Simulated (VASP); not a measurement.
Runs of VASP 6.6.1 on Ti. The structure is that of space group P6/mmm (No. 191), or close to it. The cells are those of the table. This isn't the form of Ti at room conditions, which is hcp.

| cell | gap on the mesh (eV) | pressure (GPa) |
| --- | --- | --- |
| a = 4.474, b = 4.474, c = 2.743 Å, angles 90.0, 90.0, 120.0°, 3 atoms | none | (a) |
| a = 4.661, b = 4.661, c = 2.857 Å, angles 90.0, 90.0, 120.0°, 3 atoms | none | -12.6 |
| a = 4.538, b = 4.538, c = 2.782 Å, angles 90.0, 90.0, 120.0°, 3 atoms | none | -5.1 |
| a = 4.600, b = 4.600, c = 2.820 Å, angles 90.0, 90.0, 120.0°, 3 atoms | none | -9.2 |
| a = 4.720, b = 4.720, c = 2.893 Å, angles 90.0, 90.0, 120.0°, 3 atoms | none | (b) |

Alike in all rows: task single point; level LDA; potentials or basis VASP PAW LDA potentials, release 64 (Ti_sv); no spin polarisation; k mesh 7 × 7 × 10; cutoff (eV) 500; smearing methfessel-paxton 0.1 eV.

Task: Fill in the values left out.

Result: (a) -0.1; (b) -15.4.

Caveats: the cell stands under tension (at least some runs).

A gap of «none» marks levels without a gap at the run's occupations.
